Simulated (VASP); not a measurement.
Here is a VASP 6.6.1 calculation.

The input POSCAR:

```
AgCl
1.0
    0.0000000000      2.7356704056      2.7356704056
    2.7356704056      0.0000000000      2.7356704056
    2.7356704056      2.7356704056      0.0000000000
Ag Cl
1 1
Direct
    0.5000000000      0.5000000000      0.5000000000
    0.0000000000      0.0000000000      0.0000000000
```

Contents of INCAR.step1:

```
ALGO = Normal
EDIFF = 1E-4
ENCUT = 520
GGA = PE
ISMEAR = -1
LASPH = True
LCHARG = False
LREAL = False
LWAVE = True
NBANDS = 16
NELM = 100
PREC = Accurate
SIGMA = 0.01
```

Contents of INCAR.step2:

```
ALGO = Normal
EDIFF = 1E-8
ENCUT = 520
ISIF = 2
ISMEAR = -1
ISTART = 1
LASPH = True
LCHARG = False
LEFG = True
LMIXTAU = True
LREAL = False
LWAVE = False
METAGGA = R2SCAN
NBANDS = 16
NELM = 100
PREC = Accurate
SIGMA = 0.01
```

The input KPOINTS:

```
k-points
0
Gamma
  9 9 9
```

Potentials or basis: VASP PAW PBE potentials, release 64 (Ag, Cl).

Run with:

```bash
$ cat potpaw_PBE.64/Ag/POTCAR potpaw_PBE.64/Cl/POTCAR > POTCAR
$ cp INCAR.step1 INCAR
$ mpirun -np 1 vasp_std > vasp.out
$ cp INCAR.step2 INCAR
$ mpirun -np 1 vasp_std > vasp.out
```

(1) Predict the band gap on the k mesh.

(2) What does it give for the pressure?

Answers

(1) 1.48 eV (least direct gap 3.82 eV).

(2) 2.2 GPa.

Caveat: the PAW data sets were made with another functional, which shifts forces and pressure a little; an odd mesh through Γ misses points on the zone boundary, where band edges can lie.
